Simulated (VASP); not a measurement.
Write the native input for VASP 6.6.1 that does the following.

```
Task                   : single point
Functional             : PBE
Potentials or basis    : VASP PAW PBE potentials, release 64 (Pb_d)
Cutoff                 : 520 eV
k mesh                 : 13 × 13 × 13
Occupations            : fermi-dirac, width 0.05 eV
Spin                   : no spin polarisation
Dipole correction      : no
Further INCAR settings : ALGO = Normal; EDIFF = 1e-07; NBANDS = 13
```

The structure of Pb lies in POSCAR:

```
Pb
1.0
    0.0000000000      2.5204769711      2.5204769711
    2.5204769711      0.0000000000      2.5204769711
    2.5204769711      2.5204769711      0.0000000000
Pb
1
Direct
    0.0000000000      0.0000000000      0.0000000000
```

The input as run:

INCAR

```
PREC = Accurate
ENCUT = 520
EDIFF = 1E-7
ISMEAR = -1
SIGMA = 0.05
LREAL = False
LASPH = True
NELM = 60
ALGO = Normal
ISIF = 2
LWAVE = False
LCHARG = False
GGA = PE
NBANDS = 13
```

KPOINTS

```
Automatic mesh
0
Gamma
  13 13 13
```

Potentials or basis: VASP PAW PBE potentials, release 64 (Pb_d).

Run with:

```bash
$ cat potpaw_PBE.64/Pb_d/POTCAR > POTCAR
$ mpirun -np 1 vasp_std > vasp.out
```

It gave:

```
Pressure               : -0.1 GPa
Band gap on the k mesh : zero (bands 7 and 8 overlap by 8.55 eV)
```

Caveat: spin-orbit coupling is left out, which moves the levels of the heavy elements.

It took 13 s on 1 thread of Intel(R) Xeon(R) 6975P-C (Granite Rapids), with other jobs on the host, peak memory 0.17 GiB.
